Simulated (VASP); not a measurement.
# Ge2P3 (Cmc2_1) in VASP: further runs, part 2 of 2

VASP 6.6.1.

**3. Single point, PBE**

This run uses another cell than the first one, of 20.91 Å³/atom.

File INCAR:

```
ALGO = Normal ; EDIFF = 1E-7
ENCUT = 520 ; GGA = PE
ISIF = 2 ; ISMEAR = 0
LASPH = T ; LCHARG = F
LREAL = F ; LWAVE = F
NBANDS = 54 ; NELM = 60
PREC = Accurate ; SIGMA = 0.1
```

File KPOINTS:

```
k-points
0
Gamma
  4 4 4
```

File POSCAR:

```
Ge2P3
1.0
    3.3045441910     -3.9185695883      0.0000000000
    3.3045441910      3.9185695883      0.0000000000
    0.0000000000      0.0000000000      8.0721479700
Ge P
4 6
Direct
    0.4720558537      0.5279441463      0.7673864843
    0.5279441463      0.4720558537      0.2673864843
    0.8610756351      0.1389243649      0.0069562475
    0.1389243649      0.8610756351      0.5069562475
    0.3554130196      0.1387636834      0.0607812196
    0.6445869804      0.8612363166      0.5607812196
    0.8612363166      0.6445869804      0.0607812196
    0.1387636834      0.3554130196      0.5607812196
    0.2184557295      0.7815442705      0.2133948290
    0.7815442705      0.2184557295      0.7133948290
```

Potentials or basis: VASP PAW PBE potentials, release 64 (Ge_d, P).

Started as:

```bash
$ cat potpaw_PBE.64/Ge_d/POTCAR potpaw_PBE.64/P/POTCAR > POTCAR
$ mpirun -np 1 vasp_std > vasp.out
```

OUTCAR:

```text
EDIFF = 1E-7
   ENCUT = 520
   GGA = PE
   ISIF = 2
   ISMEAR = 0
   LASPH = T
   LREAL = F
   NELM = 60
   PREC = Accurate

 ion  position               nearest neighbor table
   1  0.472  0.528  0.767-   6 2.44   8 2.44  10 2.46
   2  0.528  0.472  0.267-   5 2.44   7 2.44   9 2.46
   3  0.861  0.139  0.007-  10 2.45   7 2.57   5 2.57   7 2.63   5 2.63
   4  0.139  0.861  0.507-   9 2.45   8 2.57   6 2.57   6 2.63   8 2.63
   5  0.355  0.139  0.061-   9 2.22   2 2.44   3 2.57   3 2.63
   6  0.645  0.861  0.561-  10 2.22   1 2.44   4 2.57   4 2.63
   7  0.861  0.645  0.061-   9 2.22   2 2.44   3 2.57   3 2.63
   8  0.139  0.355  0.561-  10 2.22   1 2.44   4 2.57   4 2.63
   9  0.218  0.782  0.213-   5 2.22   7 2.22   4 2.45   2 2.46
  10  0.782  0.218  0.713-   6 2.22   8 2.22   3 2.45   1 2.46

  LATTYP: Found a base centered orthorhombic cell.
 ALAT       =     6.6090883820
 B/A-ratio  =     1.1858124334
 C/A-ratio  =     1.2213708614

  Lattice vectors:

 A1 = (   3.3045441910,  -3.9185695883,   0.0000000000)
 A2 = (   3.3045441910,   3.9185695883,   0.0000000000)
 A3 = (   0.0000000000,   0.0000000000,   8.0721479700)

Analysis of symmetry for initial positions (statically):
=====================================================================
 Subroutine PRICEL returns:
 Original cell was already a primitive cell.

 Routine SETGRP: Setting up the symmetry group for a
 base centered orthorhombic supercell.

 Subroutine GETGRP returns: Found  4 space group operations
 (whereof  2 operations were pure point group operations)
 out of a pool of  8 trial point group operations.

The static configuration has the point symmetry C_1h.
 The point group associated with its full space group is C_2v.

Analysis of symmetry for dynamics (positions and initial velocities):
=====================================================================
 Subroutine PRICEL returns:
 Original cell was already a primitive cell.

 Routine SETGRP: Setting up the symmetry group for a
 base centered orthorhombic supercell.

 Subroutine GETGRP returns: Found  4 space group operations
 (whereof  2 operations were pure point group operations)
 out of a pool of  8 trial point group operations.

The dynamic configuration has the point symmetry C_1h.
 The point group associated with its full space group is C_2v.

 Subroutine INISYM returns: Found  4 space group operations
 (whereof  2 operations are pure point group operations),
 and found     1 'primitive' translations

----------------------------------------------------------------------------------------

                                     Primitive cell

  volume of cell :     209.0539

  direct lattice vectors                    reciprocal lattice vectors
     3.304544191 -3.918569588  0.000000000     0.151306798 -0.127597581  0.000000000
     3.304544191  3.918569588  0.000000000     0.151306798  0.127597581  0.000000000
     0.000000000  0.000000000  8.072147970     0.000000000  0.000000000  0.123882764

  length of vectors
     5.125934054  5.125934054  8.072147970     0.197926476  0.197926476  0.123882764

  position of ions in fractional coordinates (direct lattice)
     0.472055854  0.527944146  0.767386484
     0.527944146  0.472055854  0.267386484
[... 71 lines left out ...]
   k-points           NKPTS =     21   k-points in BZ     NKDIM =     21   number of bands    NBANDS=     54
   number of dos      NEDOS =    301   number of ions     NIONS =     10
   total plane-waves  NPLWV =  96000
   dimension x,y,z NGX =    40 NGY =   40 NGZ =   60
   dimension x,y,z NGXF=    80 NGYF=   80 NGZF=  120
   ions per type =               4   6
   NGX,Y,Z   is equivalent  to a cutoff of  12.97, 12.97, 12.36 a.u.
   NGXF,Y,Z  is equivalent  to a cutoff of  25.95, 25.95, 24.71 a.u.
 SYSTEM =  unknown system
   PREC   = accura    normal or accurate (medium, high low for compatibility)
   ISTART =      0    job   : 0-new  1-cont  2-samecut
   ICHARG =      2    charge: 1-file 2-atom 10-const
   ISPIN  =      1    spin polarized calculation?
   LNONCOLLINEAR =      F non collinear calculations
   LSORBIT =      F    spin-orbit coupling
   LASPH  =      T    aspherical Exc in radial PAW
   ENCUT  =  520.0 eV  38.22 Ry    6.18 a.u.   9.53  9.53 15.01*2*pi/ulx,y,z
   NELM   =     60;   NELMIN=  2; NELMDL= -5     # of ELM steps
   EDIFF  = 0.1E-06   stopping-criterion for ELM
   LREAL  =      F    real-space projection
   EDIFFG = 0.1E-05   stopping-criterion for IOM
   NSW    =      0    number of steps for IOM
   IBRION =     -1    ionic relax: 0-MD 1-quasi-New 2-CG
   NFREE  =      0    steps in history (QN), initial steepest desc. (CG)
   ISIF   =      2    stress and relaxation
   ISYM   =      2    0-nonsym 1-usesym 2-fastsym
   POTIM  = 0.5000    time-step for ionic-motion
   TEBEG  =    0.0;   TEEND  =   0.0 temperature during run
   PSTRESS=    0.0 pullay stress
   NELECT =      86.0000    total number of electrons
   NUPDOWN=      -1.0000    fix difference up-down
   EMIN   =  10.00;   EMAX   =-10.00  energy-range for DOS
   EFERMI =   0.00;   METHOD = LEGACY
   ISMEAR =     0;   SIGMA  =   0.10  broadening in eV -4-tet -1-fermi 0-gaus
   EFERMI_NEDOS =   21; number of points for ismear=-14 and -15
   IALGO  =     38    algorithm
   IMIX   =      4    mixing-type and parameters
     AMIX     =   0.40;   BMIX     =  1.00
     AMIX_MAG =   1.60;   BMIX_MAG =  1.00
  volume/ion in A,a.u.               =      20.91       141.08
  Fermi-wavevector in a.u.,A,eV,Ry     =   1.217554  2.300843 20.169790  1.482438
  Thomas-Fermi vector in A             =   2.352870
   LORBIT       =      0    0 simple, 1 ext, 2 COOP (PROOUT), +10 PAW based schemes
   GGA     = PE    functional components
   LHFCALC =     F    Hartree Fock is set to
   AEXX    =    0.0000 exact exchange contribution
   IVDW    =     0    specifies the selected vdW correction
   LEPSILON=     F    determine dielectric tensor
   LRPA    =     F    only Hartree local field effects (RPA)
 non-spin polarized calculation
 Gauss-broadening in eV      SIGMA  =   0.10
  energy-cutoff  :      520.00
  volume of cell :      209.05
 maximum number of plane-waves:      5674
 NGX is ok and might be reduce to    40
   NGX = 19   NGY = 19   NGZ = 31

 number of electron      85.9999956 magnetization

 Free energy of the ion-electron system (eV)
  ---------------------------------------------------
  ext. energy  EPLUGINS =         0.00000000
  ---------------------------------------------------
  free energy    TOTEN  =       -49.58211625 eV

  energy without entropy =      -49.57381547  energy(sigma->0) =      -49.57796586

 E-fermi :   5.2981     XC(G=0):  -9.8111

 val. band max:        5.2173719314   @ k =   0.2500   0.0000   0.2500
 cond. band min:       5.2990338721   @ k =  -0.2500   0.2500   0.0000
 fundamental gap:      0.0816619407
 Fermi energy:         5.2980934712

 k-point     1 :       0.0000    0.0000    0.0000
  band No.  band energies     occupation
      1     -19.3612      2.00000
      2     -19.3611      2.00000
      3     -19.3598      2.00000
      4     -19.3597      2.00000
      5     -19.3505      2.00000
      6     -19.3497      2.00000
[... 1186 lines left out ...]
     53       8.5345      0.00000
     54       8.5345      0.00000

------------------------ aborting loop because EDIFF is reached ----------------------------------------

  FORCE on cell =-STRESS in cart. coord.  units (eV):
  Direction    XX          YY          ZZ          XY          YZ          ZX
  --------------------------------------------------------------------------------------
  -------------------------------------------------------------------------------------
  Total       -0.1957961     -0.2279525     -0.2072839      0.0000000      0.0000000      0.0000000
  in kB       -1.5005701     -1.7470153     -1.5886125      0.0000000      0.0000000      0.0000000
  external PRESSURE =      -1.6120660 kB  Pullay stress =       0.0000000 kB

 VOLUME and BASIS-vectors are now :
 -----------------------------------------------------------------------------
  energy-cutoff  :      520.00
  volume of cell :      209.05
      direct lattice vectors                 reciprocal lattice vectors
     3.304544191 -3.918569588  0.000000000     0.151306798 -0.127597581  0.000000000
     3.304544191  3.918569588  0.000000000     0.151306798  0.127597581  0.000000000
     0.000000000  0.000000000  8.072147970     0.000000000  0.000000000  0.123882764

 POSITION                                       TOTAL-FORCE (eV/Angst)
 -----------------------------------------------------------------------------------
      3.30454      0.21900      6.19446         0.000000      0.013513      0.000973
      3.30454     -0.21900      2.15838         0.000000     -0.013513      0.000973
      3.30454     -2.82980      0.05615         0.000000     -0.005373     -0.014212
      3.30454      2.82980      4.09223         0.000000      0.005373     -0.014212
      1.63303     -0.84896      0.49063        -0.029421     -0.008867      0.024576
      4.97606      0.84896      4.52671         0.029421      0.008867      0.024576
      4.97606     -0.84896      0.49063         0.029421     -0.008867      0.024576
      1.63303      0.84896      4.52671        -0.029421      0.008867      0.024576
      3.30454      2.20650      1.72255         0.000000      0.033220     -0.035912
      3.30454     -2.20650      5.75863         0.000000     -0.033220     -0.035912
 -----------------------------------------------------------------------------------
    total drift:                               -0.000000     -0.000000     -0.001032

  FREE ENERGIE OF THE ION-ELECTRON SYSTEM (eV)
  ---------------------------------------------------
  free  energy   TOTEN  =       -49.5821162526 eV

  energy  without entropy=      -49.5738154668  energy(sigma->0) =      -49.57796586
```

Wall time 1.9 min (1 thread of Intel Xeon 6975P-C (Granite Rapids), shared host); peak memory 0.39 GiB.

What came out:

| Property | Result |
| --- | --- |
| Free energy | -49.5821 eV |
| Pressure | -0.2 GPa |
| Largest force | 0.049 eV/Å |
| Band gap on the k mesh | zero (bands 43 and 44 overlap by 1.97 eV) |

Forces on the atoms (eV/Å):
```
Ge   0.000  0.014  0.001
Ge   0.000 -0.014  0.001
Ge   0.000 -0.005 -0.014
Ge   0.000  0.005 -0.014
P   -0.029 -0.009  0.025
P    0.029  0.009  0.025
P    0.029 -0.009  0.025
P   -0.029  0.009  0.025
P    0.000  0.033 -0.036
P    0.000 -0.033 -0.036
```

Levels at points of the mesh, in eV from the Fermi level:
```csv
k point,band 39,band 40,band 41,band 42,band 43,band 44,band 45,band 46,band 47,band 48
"(0.00, 0.00, 0.00)",-2.84,-1.97,-1.88,-1.43,-1.01,-0.17,1.91,1.98,2.28,2.39
"(0.50, 0.00, 0.00)",-1.88,-1.51,-1.08,-0.97,0.78,0.99,1.70,2.07,2.10,2.29
"(0.50, 0.50, 0.00)",-1.33,-1.15,-0.37,-0.27,0.29,0.79,1.01,1.62,1.86,2.08
"(0.00, 0.00, 0.50)",-2.25,-2.25,-1.85,-1.85,-0.86,-0.86,1.75,1.75,1.78,1.78
"(0.50, 0.00, 0.50)",-1.75,-1.75,-0.74,-0.74,0.88,0.88,1.27,1.27,2.28,2.28
"(0.50, 0.50, 0.50)",-0.69,-0.69,-0.31,-0.31,0.97,0.97,1.93,1.93,2.09,2.09
```

**4. Relaxation of cell and atoms, PBE**

File INCAR:

```
ALGO = Normal
EDIFF = 1E-6
EDIFFG = -0.04
ENCUT = 600
GGA = PE
IBRION = 2
ISIF = 3
ISMEAR = 0
LASPH = True
LCHARG = False
LREAL = False
LWAVE = False
NELM = 100
NSW = 90
PREC = Accurate
SIGMA = 0.1
```

KPOINTS is that of step 3.

File POSCAR:

```
Ge2P3
1.0
    3.2089688796     -4.3526771750      0.0000000000
    3.2089688796      4.3526771750      0.0000000000
    0.0000000000      0.0000000000      6.5619440244
Ge P
4 6
Direct
    0.4268000000      0.5732000000      0.8371000000
    0.5732000000      0.4268000000      0.3371000000
    0.8943000000      0.1057000000      0.1145000000
    0.1057000000      0.8943000000      0.6145000000
    0.3873000000      0.0663000000      0.0000000000
    0.6127000000      0.9337000000      0.5000000000
    0.9337000000      0.6127000000      0.0000000000
    0.0663000000      0.3873000000      0.5000000000
    0.2059000000      0.7941000000      0.1577000000
    0.7941000000      0.2059000000      0.6577000000
```

Started as:

```bash
$ cat potpaw_PBE.64/Ge_d/POTCAR potpaw_PBE.64/P/POTCAR > POTCAR
$ mpirun -np 1 vasp_std > vasp.out
```

Wall time 60 min (1 thread of Intel Xeon 6975P-C (Granite Rapids), shared host); peak memory 0.47 GiB.

Results (log left out):

| Item | Value |
| --- | --- |
| Free energy | -49.5691 eV |
| Relaxed volume | 20.72 Å³/atom |
| Relaxed cell | a = 5.115 Å, b = 5.115 Å, c = 8.032 Å, α = 90.00°, β = 90.00°, γ = 99.55° |
| Space group after relaxing (to 0.1 Å) | Cmc2_1 (No. 36) |
| Energy gained by relaxing | 802.3 meV/atom |
| Ionic steps | 42 |
| Pressure after relaxing | 0.1 GPa |
| Largest force after relaxing | 0.035 eV/Å |
| Band gap on the k mesh | zero (bands 43 and 44 overlap by 1.99 eV) |

Forces on the atoms (eV/Å):
```
Ge   0.000 -0.021  0.003
Ge   0.000  0.021  0.003
Ge   0.000  0.024 -0.007
Ge   0.000 -0.024 -0.007
P   -0.001  0.013 -0.014
P    0.001 -0.013 -0.014
P    0.001  0.013 -0.014
P   -0.001 -0.013 -0.014
P    0.000  0.013  0.033
P    0.000 -0.013  0.033
```

Step by step:
| step | energy change (eV) | largest force (eV/Å) | pressure (GPa) | volume (Å³) |
| --- | --- | --- | --- | --- |
| 1 | 0.0000 | 10.4310 | 17.79 | 183.31 |
| 3 | -2.0499 | 1.2616 | -11.33 | 237.69 |
| 5 | -4.2361 | 0.7151 | -7.77 | 207.96 |
| 7 | -4.6414 | 0.6427 | -4.56 | 200.70 |
| 9 | -4.6606 | 0.6627 | -3.61 | 198.96 |
| 11 | -5.0534 | 0.6274 | 1.40 | 179.90 |
| 13 | -5.2023 | 0.5389 | -0.40 | 180.51 |
| 15 | -5.3702 | 0.6935 | 1.37 | 178.07 |
| 17 | -5.6857 | 0.7822 | 1.63 | 182.31 |
| 19 | -5.7227 | 0.8233 | 1.84 | 183.75 |
| 21 | -6.0895 | 0.7411 | -1.78 | 200.26 |
| 23 | -6.3326 | 0.6271 | -0.84 | 195.84 |
| 25 | -6.8967 | 1.1098 | 1.02 | 195.53 |
| 27 | -7.2183 | 1.1186 | -0.43 | 202.89 |
| 29 | -7.4714 | 0.9256 | -1.53 | 210.69 |
| 31 | -7.7121 | 0.9098 | 1.19 | 206.29 |
| 33 | -7.9617 | 0.5856 | 0.21 | 209.99 |
| 35 | -7.9966 | 0.2307 | -0.63 | 211.09 |
| 37 | -8.0109 | 0.1323 | 0.26 | 207.84 |
| 39 | -8.0202 | 0.1201 | 0.05 | 207.58 |
| 41 | -8.0226 | 0.0490 | -0.12 | 207.81 |
| 42 | -8.0230 | 0.0349 | 0.13 | 207.20 |

Final structure:
```
Ge P
1.0
     3.30308   -3.90503    0.00000
     3.30308    3.90503    0.00000
     0.00000    0.00000    8.03194
Ge P
4 6
Cartesian
  3.3031 0.2583 6.1765
  3.3031 -0.2583 2.1605
  3.3031 -2.8444 0.0484
  3.3031 2.8444 4.0644
  1.6329 -0.8783 0.4876
  4.9733 0.8783 4.5036
  4.9733 -0.8783 0.4876
  1.6329 0.8783 4.5036
  3.3031 2.1695 1.7097
  3.3031 -2.1695 5.7256
```

Levels at points of the mesh, in eV from the Fermi level:
| k point | band 41 | band 42 | band 43 | band 44 | band 45 | band 46 |
| --- | --- | --- | --- | --- | --- | --- |
| (0.00, 0.00, 0.00) | -1.94 | -1.49 | -1.09 | -0.15 | 1.88 | 2.02 |
| (0.50, 0.00, 0.00) | -1.13 | -0.98 | 0.77 | 0.98 | 1.70 | 2.04 |
| (0.50, 0.50, 0.00) | -0.40 | -0.30 | 0.27 | 0.81 | 0.97 | 1.65 |
| (0.00, 0.00, 0.50) | -1.87 | -1.87 | -0.86 | -0.86 | 1.72 | 1.72 |
| (0.50, 0.00, 0.50) | -0.77 | -0.77 | 0.85 | 0.85 | 1.25 | 1.25 |
| (0.50, 0.50, 0.50) | -0.33 | -0.33 | 0.95 | 0.95 | 1.96 | 1.96 |

Caveat: a cell axis changed by over 15 % at a fixed basis, so the end point is rough.

**5. The runs side by side**

```tsv
task	cell	cutoff (eV)	gap on the mesh (eV)	pressure (GPa)	largest force (eV/Å)
single point	a = 5.408, b = 5.408, c = 6.562 Å, angles 90.0, 90.0, 107.2°, 10 atoms, atomic positions A	520	none	17.8	10.43
single point	a = 5.126, b = 5.126, c = 8.072 Å, angles 90.0, 90.0, 99.7°, 10 atoms, atomic positions B	520	none	-0.2	0.05
relaxation of cell and atoms	relaxed from a = 5.408, b = 5.408, c = 6.562 Å, angles 90.0, 90.0, 107.2°, 10 atoms, atomic positions A	600	none	0.1	0.03
```

Alike in all rows: level PBE; potentials or basis VASP PAW PBE potentials, release 64 (Ge_d, P); no spin polarisation; k mesh 4 × 4 × 4; smearing gaussian 0.1 eV.

Caveats: the stress differs along the axes, from 1 to 38 GPa (at least some runs); forces of over 1 eV/Å act on the atoms, so gaps and moduli don't describe the material at rest (at least some runs); a cell axis changed by over 15 % at a fixed basis, so the end point is rough (at least some runs).

Absolute energies hang on the potentials; compare differences alone.

The gap in the log of VASP goes by the Fermi energy; the results here count the filled bands.